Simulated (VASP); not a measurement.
# Hg (C2/m) in VASP: a series of runs

Hg is run at these levels: PBE, PBE+U; tasks: single point.

All numbers are computed with VASP 6.6.1; they aren't measurements. Logs are shortened: lines on timing, memory, paths and dates and some standing lists are left out, and cuts for length are marked.

### Step 1. The cell of the first run

The structure is monoclinic, space group C2/m (No. 12). The conventional cell has a = 4.468 Å, b = 4.092 Å, c = 3.060 Å, α = 90.00°, β = 96.54°, γ = 90.00°. Within 4.0 Å of Hg (site symmetry 2/m) lie 6 Hg at 3.03 to 3.06 Å.

### Step 2. Single point, PBE

File INCAR:

```
SYSTEM = Hg
PREC = Accurate
ENCUT = 520
EDIFF = 1E-6
ISMEAR = 0
SIGMA = 0.024
LREAL = .FALSE.
LASPH = .TRUE.
NELM = 60
ALGO = Normal
ISIF = 2
LWAVE = .FALSE.
LCHARG = .FALSE.
GGA = PE
NBANDS = 12
```

File KPOINTS:

```
Automatic mesh
0
G
  6 6 6
  0 0 0
```

File POSCAR:

```
Hg
1.0
    2.2339762741     -2.0458582601      0.0000000000
    2.2339762741      2.0458582601      0.0000000000
   -0.3487351701      0.0000000000      3.0398006871
Hg
1
Direct
    0.5000000000      0.5000000000      0.5000000000
```

Potentials or basis: VASP PAW PBE potentials, release 64 (Hg).

Command:

```
> cat potpaw_PBE.64/Hg/POTCAR > POTCAR
> mpirun -np 1 vasp_std > vasp.out
```

OUTCAR:

```text
SYSTEM = Hg
   PREC = Accurate
   ENCUT = 520
   EDIFF = 1E-6
   ISMEAR = 0
   LREAL = .FALSE.
   LASPH = .TRUE.
   NELM = 60
   ISIF = 2
   GGA = PE

 ion  position               nearest neighbor table
   1  0.500  0.500  0.500-

  LATTYP: Found a base centered monoclinic cell.
 ALAT       =     4.4679525482
 B/A-ratio  =     0.9157922955
 C/A-ratio  =     0.6848191074
 COS(beta)  =    -0.1139754530

  Lattice vectors:

 A1 = (   2.2339762741,  -2.0458582601,   0.0000000000)
 A2 = (   2.2339762741,   2.0458582601,   0.0000000000)
 A3 = (  -0.3487351701,   0.0000000000,   3.0398006871)

Analysis of symmetry for initial positions (statically):
=====================================================================
 Subroutine PRICEL returns:
 Original cell was already a primitive cell.

 Routine SETGRP: Setting up the symmetry group for a
 base centered monoclinic supercell.

 Subroutine GETGRP returns: Found  4 space group operations
 (whereof  4 operations were pure point group operations)
 out of a pool of  4 trial point group operations.

The static configuration has the point symmetry C_2h.

Analysis of symmetry for dynamics (positions and initial velocities):
=====================================================================
 Subroutine PRICEL returns:
 Original cell was already a primitive cell.

 Routine SETGRP: Setting up the symmetry group for a
 base centered monoclinic supercell.

 Subroutine GETGRP returns: Found  4 space group operations
 (whereof  4 operations were pure point group operations)
 out of a pool of  4 trial point group operations.

The dynamic configuration has the point symmetry C_2h.

 Subroutine INISYM returns: Found  4 space group operations
 (whereof  4 operations are pure point group operations),
 and found     1 'primitive' translations

----------------------------------------------------------------------------------------

                                     Primitive cell

  volume of cell :      27.7862

  direct lattice vectors                    reciprocal lattice vectors
     2.233976274 -2.045858260  0.000000000     0.223816164 -0.244396208  0.025676870
     2.233976274  2.045858260  0.000000000     0.223816164  0.244396208  0.025676870
    -0.348735170  0.000000000  3.039800687     0.000000000  0.000000000  0.328968937

  length of vectors
     3.029222015  3.029222015  3.059739276     0.332389054  0.332389054  0.328968937

  position of ions in fractional coordinates (direct lattice)
     0.500000000  0.500000000  0.500000000

  ion indices of the primitive-cell ions
   primitive index   ion index
                 1           1

----------------------------------------------------------------------------------------

 KPOINTS: Automatic mesh

Automatic generation of k-mesh.
 Grid dimensions read from file:
 generate k-points for:    6    6    6

 Generating k-lattice:

  Cartesian coordinates                     Fractional coordinates (reciprocal lattice)
     0.037302694 -0.040732701  0.004279478     0.166666667  0.000000000  0.000000000
     0.037302694  0.040732701  0.004279478     0.000000000  0.166666667  0.000000000
     0.000000000  0.000000000  0.054828156     0.000000000  0.000000000  0.166666667

  Length of vectors
     0.055398176  0.055398176  0.054828156

  Shift w.r.t. Gamma in fractional coordinates (k-lattice)
     0.000000000  0.000000000  0.000000000

 Subroutine IBZKPT returns following result:
 ===========================================

 Found     68 irreducible k-points:

 Following reciprocal coordinates:
            Coordinates               Weight
  0.000000  0.000000  0.000000      1.000000
  0.166667  0.000000  0.000000      4.000000
  0.333333  0.000000  0.000000      4.000000
  0.500000  0.000000  0.000000      2.000000
  0.166667  0.166667  0.000000      2.000000
  0.333333  0.166667  0.000000      4.000000
[... 16 lines left out ...]
 -0.333333  0.166667  0.166667      4.000000
 -0.166667  0.166667  0.166667      4.000000
 [... further k-points ...]
   k-points           NKPTS =     68   k-points in BZ     NKDIM =     68   number of bands    NBANDS=     12
   number of dos      NEDOS =    301   number of ions     NIONS =      1
   total plane-waves  NPLWV =  13824
   dimension x,y,z NGX =    24 NGY =   24 NGZ =   24
   dimension x,y,z NGXF=    48 NGYF=   48 NGZF=   48
   ions per type =               1
   NGX,Y,Z   is equivalent  to a cutoff of  13.17, 13.17, 13.04 a.u.
   NGXF,Y,Z  is equivalent  to a cutoff of  26.34, 26.34, 26.08 a.u.
 SYSTEM =  Hg
   PREC   = accura    normal or accurate (medium, high low for compatibility)
   ISTART =      0    job   : 0-new  1-cont  2-samecut
   ICHARG =      2    charge: 1-file 2-atom 10-const
   ISPIN  =      1    spin polarized calculation?
   LNONCOLLINEAR =      F non collinear calculations
   LSORBIT =      F    spin-orbit coupling
   LASPH  =      T    aspherical Exc in radial PAW
   ENCUT  =  520.0 eV  38.22 Ry    6.18 a.u.   5.63  5.63  5.69*2*pi/ulx,y,z
   NELM   =     60;   NELMIN=  2; NELMDL= -5     # of ELM steps
   EDIFF  = 0.1E-05   stopping-criterion for ELM
   LREAL  =      F    real-space projection
   EDIFFG = 0.1E-04   stopping-criterion for IOM
   NSW    =      0    number of steps for IOM
   IBRION =     -1    ionic relax: 0-MD 1-quasi-New 2-CG
   NFREE  =      0    steps in history (QN), initial steepest desc. (CG)
   ISIF   =      2    stress and relaxation
   ISYM   =      2    0-nonsym 1-usesym 2-fastsym
   POTIM  = 0.5000    time-step for ionic-motion
   TEBEG  =    0.0;   TEEND  =   0.0 temperature during run
   PSTRESS=    0.0 pullay stress
   NELECT =      12.0000    total number of electrons
   NUPDOWN=      -1.0000    fix difference up-down
   EMIN   =  10.00;   EMAX   =-10.00  energy-range for DOS
   EFERMI =   0.00;   METHOD = LEGACY
   ISMEAR =     0;   SIGMA  =   0.02  broadening in eV -4-tet -1-fermi 0-gaus
   EFERMI_NEDOS =   21; number of points for ismear=-14 and -15
   IALGO  =     38    algorithm
   IMIX   =      4    mixing-type and parameters
     AMIX     =   0.40;   BMIX     =  1.00
     AMIX_MAG =   1.60;   BMIX_MAG =  1.00
  volume/ion in A,a.u.               =      27.79       187.51
  Fermi-wavevector in a.u.,A,eV,Ry     =   1.237444  2.338430 20.834157  1.531267
  Thomas-Fermi vector in A             =   2.372011
   LORBIT       =      0    0 simple, 1 ext, 2 COOP (PROOUT), +10 PAW based schemes
   GGA     = PE    functional components
   LHFCALC =     F    Hartree Fock is set to
   AEXX    =    0.0000 exact exchange contribution
   IVDW    =     0    specifies the selected vdW correction
   LEPSILON=     F    determine dielectric tensor
   LRPA    =     F    only Hartree local field effects (RPA)
 non-spin polarized calculation
 Gauss-broadening in eV      SIGMA  =   0.02
  energy-cutoff  :      520.00
  volume of cell :       27.79
 maximum number of plane-waves:       769
 NGX is ok and might be reduce to    24
   NGX = 11   NGY = 11   NGZ = 11

 number of electron      12.0000004 magnetization

 Free energy of the ion-electron system (eV)
  ---------------------------------------------------
  ext. energy  EPLUGINS =         0.00000000
  ---------------------------------------------------
  free energy    TOTEN  =        -0.17465628 eV

  energy without entropy =       -0.17439633  energy(sigma->0) =       -0.17452630

 E-fermi :   1.5370     XC(G=0):  -9.9064

 val. band max:        1.4991273180   @ k =  -0.1667   0.5000   0.1667
 cond. band min:       1.5486945808   @ k =  -0.1667   0.1667   0.5000
 fundamental gap:      0.0495672628
 Fermi energy:         1.5369709763

 k-point     1 :       0.0000    0.0000    0.0000
  band No.  band energies     occupation
      1      -6.4510      2.00000
      2      -6.1576      2.00000
      3      -6.1152      2.00000
      4      -4.2646      2.00000
      5      -4.2518      2.00000
      6      -4.2139      2.00000
      7      11.4492      0.00000
      8      11.7731      0.00000
      9      11.8628      0.00000
     10      15.0552      0.00000
     11      16.7697      0.00000
     12      16.9778      0.00000

 k-point     2 :       0.1667    0.0000    0.0000
  band No.  band energies     occupation
      1      -6.1717      2.00000
      2      -6.0749      2.00000
      3      -5.6384      2.00000
      4      -4.4153      2.00000
      5      -4.3738      2.00000
      6      -4.2349      2.00000
      7       8.1436      0.00000
      8      12.0999      0.00000
      9      12.4516      0.00000
     10      15.8697      0.00000
     11      16.7232      0.00000
     12      20.5932      0.00000

 k-point     3 :       0.3333    0.0000    0.0000
  band No.  band energies     occupation
      1      -6.0263      2.00000
      2      -5.9168      2.00000
      3      -4.7090      2.00000
      4      -4.6383      2.00000
      5      -4.2133      2.00000
      6      -3.6556      2.00000
      7       3.5900      0.00000
      8      13.5520      0.00000
      9      13.8759      0.00000
     10      16.4645      0.00000
     11      16.8276      0.00000
     12      20.1862      0.00000
[... 286 lines left out ...]
 k-point    23 :      -0.3333    0.1667    0.1667
  band No.  band energies     occupation
      1      -5.6101      2.00000
      2      -5.2963      2.00000
      3      -5.0803      2.00000
      4      -4.8280      2.00000
      5      -4.4736      2.00000
      6      -2.7777      2.00000
      7       4.7437      0.00000
      8       9.4967      0.00000
      9      11.1067      0.00000
     10      14.6476      0.00000
     11      17.9900      0.00000
     12      21.7332      0.00000

 k-point    24 :      -0.1667    0.1667    0.1667
  band No.  band energies     occupation
      1      -5.7084      2.00000
      2      -5.6275      2.00000
      3      -5.1408      2.00000
      4      -4.5834      2.00000
      5      -4.5030      2.00000
      6      -4.2043      2.00000
      7       8.3134      0.00000
      8       9.1650      0.00000
      9       9.4990      0.00000
     10      17.9903      0.00000
     11      20.0756      0.00000
     12      21.2642      0.00000

 [... further k-points ...]
[... 5 lines left out ...]
  --------------------------------------------------------------------------------------
  -------------------------------------------------------------------------------------
  Total        0.2497480      0.0948045     -0.0093025      0.0000000      0.0000000     -0.0757542
  in kB       14.4006913      5.4665108     -0.5363924      0.0000000      0.0000000     -4.3680537
  external PRESSURE =       6.4436032 kB  Pullay stress =       0.0000000 kB

 VOLUME and BASIS-vectors are now :
 -----------------------------------------------------------------------------
  energy-cutoff  :      520.00
  volume of cell :       27.79
      direct lattice vectors                 reciprocal lattice vectors
     2.233976274 -2.045858260  0.000000000     0.223816164 -0.244396208  0.025676870
     2.233976274  2.045858260  0.000000000     0.223816164  0.244396208  0.025676870
    -0.348735170  0.000000000  3.039800687     0.000000000  0.000000000  0.328968937

 POSITION                                       TOTAL-FORCE (eV/Angst)
 -----------------------------------------------------------------------------------
      2.05961      0.00000      1.51990         0.000000      0.000000      0.000000
 -----------------------------------------------------------------------------------
    total drift:                               -0.000000     -0.000000     -0.000000

  FREE ENERGIE OF THE ION-ELECTRON SYSTEM (eV)
  ---------------------------------------------------
  free  energy   TOTEN  =        -0.1746562751 eV

  energy  without entropy=       -0.1743963314  energy(sigma->0) =       -0.17452630
```

Run time: 18 s. Hardware: 1 thread of Intel Xeon 8259CL, shared host; peak memory 0.15 GiB.

What came out:

```yaml
Free_energy: -0.1747 eV
Pressure: 0.6 GPa
Band_gap_on_the_k_mesh: zero (band 6 reaches 4.99 eV, above the bottom of band 7 at 0.11 eV)
```

Caveat: spin-orbit coupling is left out, which moves the levels of the heavy elements.

(Continued in part 2 of 2.)
